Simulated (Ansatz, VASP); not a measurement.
HfB2: VASP beside Ansatz

The input POSCAR:

```
HfB2
1.0
    3.1400000000      0.0000000000      0.0000000000
   -1.5700000000      2.7193197679      0.0000000000
    0.0000000000      0.0000000000      3.4800000000
Hf B
1 2
Direct
    0.0000000000      0.0000000000      0.0000000000
    0.6666666667      0.3333333333      0.5000000000
    0.3333333333      0.6666666667      0.5000000000
```

The input INCAR.step1:

```
SYSTEM = HfB2
ALGO = Normal
EDIFF = 1E-5
ENCUT = 520
GGA = PE
ISIF = 2
ISMEAR = -1
LASPH = .TRUE.
LCHARG = .FALSE.
LREAL = .FALSE.
LWAVE = .TRUE.
NBANDS = 15
NELM = 100
PREC = Accurate
SIGMA = 0.05
```

The input INCAR.step2:

```
SYSTEM = HfB2
AEXX = 0.25
ALGO = Normal
EDIFF = 1E-7
ENCUT = 520
GGA = PE
ISIF = 2
ISMEAR = -1
ISTART = 1
LASPH = .TRUE.
LCHARG = .FALSE.
LHFCALC = .TRUE.
LREAL = .FALSE.
LWAVE = .FALSE.
NBANDS = 15
NELM = 100
PREC = Accurate
PRECFOCK = Normal
SIGMA = 0.05
```

Contents of KPOINTS:

```
k-points
0
G
  6 6 5
  0 0 0
```

input.yaml

```yaml
crystal:
  lattice:
    - [3.14, 0.0, 0.0]
    - [-1.57, 2.7193197679, 0.0]
    - [0.0, 0.0, 3.48]
  atoms:
    - { symbol: Hf, position: [0.0, 0.0, 0.0] }
    - { symbol: B, position: [0.6666666667, 0.3333333333, 0.5] }
    - { symbol: B, position: [0.3333333333, 0.6666666667, 0.5] }
hamiltonian:
  xc: { exchange: pbe, correlation: pbe, exx: { coeff: 0.25 } }
  pseudopotentials: { kind: paw }
kpoints:
  mp_grid: { grid: [6, 6, 5] }
scf:
  occupations: { method: fermi_dirac, width: 0.05 }
output:
  forces: true
  stress: true
  eigenvalues: true
```

Alike in both runs: task single point; functional PBE-based global hybrid with a share of 0.25 of exact exchange; k mesh 6 × 6 × 5; occupations fermi-dirac, width 0.05 eV; no spin polarisation.

```csv
,VASP,Ansatz
version,VASP 6.6.1,Ansatz 0.2.0
potentials or method,"VASP PAW PBE potentials, release 64 (Hf_pv, B)",Ansatz PAW
plane-wave cutoff (eV),520,420
valence electrons in the cell,16,32
```

```csv
,VASP,Ansatz,Ansatz less VASP
gap on the k mesh at the Fermi level (eV),none,none,-
pressure (GPa),-3.2,-0.9,+2.29
"traceless stress, the component that is largest in VASP (GPa)",-1.62,-1.37,+0.245
```

VASP's potentials were made for PBE, not for PBE-based global hybrid. A gap of «none» marks a metal or a gap that the smearing closes. VASP's potentials hold 16 valence electrons a cell and Ansatz's 32, so a difference there can come from the potentials and not from the codes.

The k mesh is coarse, so the values compare programs but aren't converged. Neither program's run includes spin-orbit coupling.
